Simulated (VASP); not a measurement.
Set up this calculation in VASP 6.6.1, as the native input.

```
Task                   : single point
Functional             : PBEsol
Potentials or basis    : VASP PAW PBE potentials, release 64 (Cd, Nb_sv)
Cutoff                 : 520 eV
k mesh                 : 6 × 6 × 6
Occupations            : fermi-dirac, width 0.05 eV
Spin                   : no spin polarisation
Dipole correction      : no
Further INCAR settings : ALGO = Normal; EDIFF = 1e-06; NBANDS = 32
```

The structure of NbCd3 lies in POSCAR:

```
NbCd3
1.0
    4.2150000000      0.0000000000      0.0000000000
    0.0000000000      4.2150000000      0.0000000000
    0.0000000000      0.0000000000      4.2150000000
Cd Nb
3 1
Direct
    0.5000000000      0.5000000000      0.0000000000
    0.5000000000      0.0000000000      0.5000000000
    0.0000000000      0.5000000000      0.5000000000
    0.0000000000      0.0000000000      0.0000000000
```

One way to write it, as run:

INCAR

```
PREC = Accurate
ENCUT = 520
EDIFF = 1E-6
ISMEAR = -1
SIGMA = 0.05
LREAL = False
LASPH = True
NELM = 80
ALGO = Normal
ISIF = 2
LWAVE = False
LCHARG = True
GGA = PS
LELF = True
LVHAR = True
NBANDS = 32
```

KPOINTS

```
Automatic mesh
0
Gamma
  6 6 6
```

Potentials or basis: VASP PAW PBE potentials, release 64 (Cd, Nb_sv).

Command:

```bash
$ cat potpaw_PBE.64/Cd/POTCAR potpaw_PBE.64/Nb_sv/POTCAR > POTCAR
$ mpirun -np 1 vasp_std > vasp.out
```

Results of the run:

| Property | Result |
| --- | --- |
| Pressure | 1.9 GPa |
| Band gap on the k mesh | zero (an odd number of electrons rules out a gap without spin polarisation) |

Caveat: the PAW data sets were made with another functional, which shifts forces and pressure a little.

It took 24 s on 1 thread of Intel(R) Xeon(R) Platinum 8488C (Sapphire Rapids), on a shared host, peak memory 0.19 GiB.
